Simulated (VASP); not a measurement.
# Al4TlZn (F-43m) in VASP: single point with PBE

Aim: the single point of Al4TlZn with PBE.

Everything below comes from runs of VASP 6.6.1. Logs are shortened: lines on timing, memory, paths and dates and some standing lists are left out, and cuts for length are marked.

### 1 The cell of the first run

The structure is cubic, space group F-43m (No. 216). Conventional cell: a = 7.801 Å, b = 7.801 Å, c = 7.801 Å, α = 90.00°, β = 90.00°, γ = 90.00°. Within 3.6 Å of Al (site symmetry 3m) lie 6 Al at 2.76 Å and 3 Zn at 3.23 Å and 3 Tl at 3.23 Å. Zn (site symmetry -43m) has 12 Al at 3.23 Å and 4 Tl at 3.38 Å within 4.3 Å. Within 4.3 Å of Tl (site symmetry -43m) lie 12 Al at 3.23 Å and 4 Zn at 3.38 Å.

### 2 Single point, PBE

The input, INCAR:

```
PREC = Accurate ; ENCUT = 520
EDIFF = 1E-6 ; ISMEAR = 0
SIGMA = 0.1 ; LREAL = False
LASPH = True ; NELM = 60
ALGO = Normal ; ISIF = 2
LWAVE = False ; LCHARG = False
GGA = PE ; NBANDS = 28
```

The input, KPOINTS:

```
Automatic mesh
0
Gamma
  4 4 4
```

The input, POSCAR:

```
Al4TlZn
1.0
    0.0000000000      3.9005241500      3.9005241500
    3.9005241500      0.0000000000      3.9005241500
    3.9005241500      3.9005241500      0.0000000000
Al Zn Tl
4 1 1
Direct
    0.8748329900      0.3750556700      0.3750556700
    0.3750556700      0.3750556700      0.3750556700
    0.3750556700      0.8748329900      0.3750556700
    0.3750556700      0.3750556700      0.8748329900
    0.7500000000      0.7500000000      0.7500000000
    0.0000000000      0.0000000000      0.0000000000
```

Potentials or basis: VASP PAW PBE potentials, release 64 (Al, Zn, Tl_d).

Run with:

```console
$ cat potpaw_PBE.64/Al/POTCAR potpaw_PBE.64/Zn/POTCAR potpaw_PBE.64/Tl_d/POTCAR > POTCAR
$ mpirun -np 1 vasp_std > vasp.out
```

OUTCAR:

```text
PREC = Accurate
   ENCUT = 520
   EDIFF = 1E-6
   ISMEAR = 0
   LREAL = False
   LASPH = True
   NELM = 60
   ISIF = 2
   GGA = PE

 ion  position               nearest neighbor table
   1  0.875  0.375  0.375-   2 2.76   3 2.76   4 2.76   2 2.76   4 2.76   3 2.76   6 3.23   6 3.23
                             6 3.23
   2  0.375  0.375  0.375-   1 2.76   3 2.76   4 2.76   4 2.76   3 2.76   1 2.76   6 3.23   6 3.23
                             6 3.23
   3  0.375  0.875  0.375-   1 2.76   2 2.76   4 2.76   4 2.76   2 2.76   1 2.76   6 3.23   6 3.23
                             6 3.23
   4  0.375  0.375  0.875-   1 2.76   2 2.76   3 2.76   2 2.76   3 2.76   1 2.76   6 3.23   6 3.23
                             6 3.23
   5  0.750  0.750  0.750-   6 3.38   6 3.38   6 3.38   6 3.38
   6  0.000  0.000  0.000-   1 3.23   3 3.23   1 3.23   4 3.23   3 3.23   4 3.23   2 3.23   2 3.23
                             2 3.23   1 3.23   3 3.23   4 3.23   5 3.38   5 3.38   5 3.38   5 3.38

  LATTYP: Found a face centered cubic cell.
 ALAT       =     7.8010483000

  Lattice vectors:

 A1 = (   0.0000000000,   3.9005241500,   3.9005241500)
 A2 = (   3.9005241500,   0.0000000000,   3.9005241500)
 A3 = (   3.9005241500,   3.9005241500,   0.0000000000)

Analysis of symmetry for initial positions (statically):
=====================================================================
 Subroutine PRICEL returns:
 Original cell was already a primitive cell.

 Routine SETGRP: Setting up the symmetry group for a
 face centered cubic supercell.

 Subroutine GETGRP returns: Found 24 space group operations
 (whereof 24 operations were pure point group operations)
 out of a pool of 48 trial point group operations.

The static configuration has the point symmetry T_d .

Analysis of symmetry for dynamics (positions and initial velocities):
=====================================================================
 Subroutine PRICEL returns:
 Original cell was already a primitive cell.

 Routine SETGRP: Setting up the symmetry group for a
 face centered cubic supercell.

 Subroutine GETGRP returns: Found 24 space group operations
 (whereof 24 operations were pure point group operations)
 out of a pool of 48 trial point group operations.

The dynamic configuration has the point symmetry T_d .

 Subroutine INISYM returns: Found 24 space group operations
 (whereof 24 operations are pure point group operations),
 and found     1 'primitive' translations

----------------------------------------------------------------------------------------

                                     Primitive cell

  volume of cell :     118.6858

  direct lattice vectors                    reciprocal lattice vectors
     0.000000000  3.900524150  3.900524150    -0.128187900  0.128187900  0.128187900
     3.900524150  0.000000000  3.900524150     0.128187900 -0.128187900  0.128187900
     3.900524150  3.900524150  0.000000000     0.128187900  0.128187900 -0.128187900

  length of vectors
     5.516174153  5.516174153  5.516174153     0.222027956  0.222027956  0.222027956

  position of ions in fractional coordinates (direct lattice)
     0.874832990  0.375055670  0.375055670
     0.375055670  0.375055670  0.375055670
     0.375055670  0.874832990  0.375055670
     0.375055670  0.375055670  0.874832990
     0.750000000  0.750000000  0.750000000
     0.000000000  0.000000000  0.000000000

  ion indices of the primitive-cell ions
   primitive index   ion index
                 1           1
                 2           2
                 3           3
                 4           4
                 5           5
                 6           6

----------------------------------------------------------------------------------------

 KPOINTS: Automatic mesh

Automatic generation of k-mesh.
 Grid dimensions read from file:
 generate k-points for:    4    4    4

 Generating k-lattice:

  Cartesian coordinates                     Fractional coordinates (reciprocal lattice)
    -0.032046975  0.032046975  0.032046975     0.250000000  0.000000000  0.000000000
     0.032046975 -0.032046975  0.032046975     0.000000000  0.250000000  0.000000000
     0.032046975  0.032046975 -0.032046975     0.000000000  0.000000000  0.250000000

  Length of vectors
     0.055506989  0.055506989  0.055506989

  Shift w.r.t. Gamma in fractional coordinates (k-lattice)
     0.000000000  0.000000000  0.000000000

 Subroutine IBZKPT returns following result:
 ===========================================

 Found      8 irreducible k-points:

 Following reciprocal coordinates:
            Coordinates               Weight
  0.000000  0.000000  0.000000      1.000000
  0.250000  0.000000  0.000000      8.000000
  0.500000  0.000000  0.000000      4.000000
  0.250000  0.250000  0.000000      6.000000
  0.500000  0.250000  0.000000     24.000000
 -0.250000  0.250000  0.000000     12.000000
  0.500000  0.500000  0.000000      3.000000
 -0.250000  0.500000  0.250000      6.000000
   k-points           NKPTS =      8   k-points in BZ     NKDIM =      8   number of bands    NBANDS=     28
   number of dos      NEDOS =    301   number of ions     NIONS =      6
   total plane-waves  NPLWV =  74088
   dimension x,y,z NGX =    42 NGY =   42 NGZ =   42
   dimension x,y,z NGXF=    84 NGYF=   84 NGZF=   84
   ions per type =               4   1   1
   NGX,Y,Z   is equivalent  to a cutoff of  12.66, 12.66, 12.66 a.u.
   NGXF,Y,Z  is equivalent  to a cutoff of  25.32, 25.32, 25.32 a.u.
 SYSTEM =  unknown system
   PREC   = accura    normal or accurate (medium, high low for compatibility)
   ISTART =      0    job   : 0-new  1-cont  2-samecut
   ICHARG =      2    charge: 1-file 2-atom 10-const
   ISPIN  =      1    spin polarized calculation?
   LNONCOLLINEAR =      F non collinear calculations
   LSORBIT =      F    spin-orbit coupling
   LASPH  =      T    aspherical Exc in radial PAW
   ENCUT  =  520.0 eV  38.22 Ry    6.18 a.u.  10.26 10.26 10.26*2*pi/ulx,y,z
   NELM   =     60;   NELMIN=  2; NELMDL= -5     # of ELM steps
   EDIFF  = 0.1E-05   stopping-criterion for ELM
   LREAL  =      F    real-space projection
   EDIFFG = 0.1E-04   stopping-criterion for IOM
   NSW    =      0    number of steps for IOM
   IBRION =     -1    ionic relax: 0-MD 1-quasi-New 2-CG
   NFREE  =      0    steps in history (QN), initial steepest desc. (CG)
   ISIF   =      2    stress and relaxation
   ISYM   =      2    0-nonsym 1-usesym 2-fastsym
   POTIM  = 0.5000    time-step for ionic-motion
   TEBEG  =    0.0;   TEEND  =   0.0 temperature during run
   PSTRESS=    0.0 pullay stress
   NELECT =      37.0000    total number of electrons
   NUPDOWN=      -1.0000    fix difference up-down
   EMIN   =  10.00;   EMAX   =-10.00  energy-range for DOS
   EFERMI =   0.00;   METHOD = LEGACY
   ISMEAR =     0;   SIGMA  =   0.10  broadening in eV -4-tet -1-fermi 0-gaus
   EFERMI_NEDOS =   21; number of points for ismear=-14 and -15
   IALGO  =     38    algorithm
   IMIX   =      4    mixing-type and parameters
     AMIX     =   0.40;   BMIX     =  1.00
     AMIX_MAG =   1.60;   BMIX_MAG =  1.00
  volume/ion in A,a.u.               =      19.78       133.49
  Fermi-wavevector in a.u.,A,eV,Ry     =   1.110050  2.097690 16.765240  1.232210
  Thomas-Fermi vector in A             =   2.246597
   LORBIT       =      0    0 simple, 1 ext, 2 COOP (PROOUT), +10 PAW based schemes
   GGA     = PE    functional components
   LHFCALC =     F    Hartree Fock is set to
   AEXX    =    0.0000 exact exchange contribution
   IVDW    =     0    specifies the selected vdW correction
   LEPSILON=     F    determine dielectric tensor
   LRPA    =     F    only Hartree local field effects (RPA)
 non-spin polarized calculation
 Gauss-broadening in eV      SIGMA  =   0.10
  energy-cutoff  :      520.00
  volume of cell :      118.69
 maximum number of plane-waves:      3250
 NGX is ok and might be reduce to    42
   NGX = 21   NGY = 21   NGZ = 21

 number of electron      36.9999986 magnetization

 Free energy of the ion-electron system (eV)
  ---------------------------------------------------
  ext. energy  EPLUGINS =         0.00000000
  ---------------------------------------------------
  free energy    TOTEN  =       -17.06555987 eV

  energy without entropy =      -17.05361516  energy(sigma->0) =      -17.05958752

 E-fermi :   6.2169     XC(G=0): -10.0885

 val. band max:        6.1918222945   @ k =   0.2500   0.2500   0.0000
 cond. band min:       6.2813861168   @ k =   0.2500   0.2500   0.0000
 fundamental gap:      0.0895638223
 Fermi energy:         6.2168720271

 k-point     1 :       0.0000    0.0000    0.0000
  band No.  band energies     occupation
      1      -5.2115      2.00000
      2      -5.2115      2.00000
      3      -5.2099      2.00000
      4      -5.2099      2.00000
      5      -5.2099      2.00000
      6      -4.1387      2.00000
[... 20 lines left out ...]
     27      14.3708      0.00000
     28      14.3709      0.00000

 k-point     2 :       0.2500    0.0000    0.0000
  band No.  band energies     occupation
      1      -5.2179      2.00000
      2      -5.2174      2.00000
      3      -5.2174      2.00000
      4      -5.1983      2.00000
      5      -5.1983      2.00000
      6      -3.6723      2.00000
[... 20 lines left out ...]
     27      11.3970      0.00000
     28      11.3970      0.00000

 k-point     3 :       0.5000    0.0000    0.0000
  band No.  band energies     occupation
      1      -5.2274      2.00000
      2      -5.2231      2.00000
      3      -5.2231      2.00000
      4      -5.1866      2.00000
      5      -5.1866      2.00000
      6      -2.5035      2.00000
[... 120 lines left out ...]
      3      -5.1977      2.00000
      4      -5.1788      2.00000
      5      -5.1788      2.00000
      6      -1.8369      2.00000
[... 20 lines left out ...]
     27      10.7753      0.00000
     28      10.7753      0.00000

 k-point     8 :      -0.2500    0.5000    0.2500
  band No.  band energies     occupation
      1      -5.2411      2.00000
      2      -5.2249      2.00000
      3      -5.2079      2.00000
      4      -5.1990      2.00000
      5      -5.1785      2.00000
      6      -1.4240      2.00000
[... 20 lines left out ...]
     27      12.6619      0.00000
     28      12.6769      0.00000

------------------------ aborting loop because EDIFF is reached ----------------------------------------

  FORCE on cell =-STRESS in cart. coord.  units (eV):
  Direction    XX          YY          ZZ          XY          YZ          ZX
  --------------------------------------------------------------------------------------
  -------------------------------------------------------------------------------------
  Total        0.1379403      0.1379403      0.1379403      0.0000000     -0.0000000     -0.0000000
  in kB        1.8620986      1.8620986      1.8620986      0.0000000     -0.0000000     -0.0000000
  external PRESSURE =       1.8620986 kB  Pullay stress =       0.0000000 kB

 VOLUME and BASIS-vectors are now :
 -----------------------------------------------------------------------------
  energy-cutoff  :      520.00
  volume of cell :      118.69
      direct lattice vectors                 reciprocal lattice vectors
     0.000000000  3.900524150  3.900524150    -0.128187900  0.128187900  0.128187900
     3.900524150  0.000000000  3.900524150     0.128187900 -0.128187900  0.128187900
     3.900524150  3.900524150  0.000000000     0.128187900  0.128187900 -0.128187900

 POSITION                                       TOTAL-FORCE (eV/Angst)
 -----------------------------------------------------------------------------------
      2.92583      4.87522      4.87522         0.039137     -0.039137     -0.039137
      2.92583      2.92583      2.92583         0.039137      0.039137      0.039137
      4.87522      2.92583      4.87522        -0.039137      0.039137     -0.039137
      4.87522      4.87522      2.92583        -0.039137     -0.039137      0.039137
      5.85079      5.85079      5.85079         0.000000      0.000000     -0.000000
      0.00000      0.00000      0.00000         0.000000      0.000000     -0.000000
 -----------------------------------------------------------------------------------
    total drift:                                0.000000      0.000000      0.000000

  FREE ENERGIE OF THE ION-ELECTRON SYSTEM (eV)
  ---------------------------------------------------
  free  energy   TOTEN  =       -17.0655598683 eV

  energy  without entropy=      -17.0536151626  energy(sigma->0) =      -17.05958752
```

It took 34 s on 1 thread of Intel Xeon Platinum 8375C at 2.90GHz (Ice Lake), shared host; peak memory 0.26 GiB.

Results:

```
Free energy   : -17.0656 eV
Pressure      : 0.2 GPa
Largest force : 0.068 eV/Å
```

Forces on the atoms (eV/Å):
```
Al   0.039 -0.039 -0.039
Al   0.039  0.039  0.039
Al  -0.039  0.039 -0.039
Al  -0.039 -0.039  0.039
Zn   0.000  0.000  0.000
Tl   0.000  0.000  0.000
```

Caveat: spin-orbit coupling is left out, which moves the levels of the heavy elements.
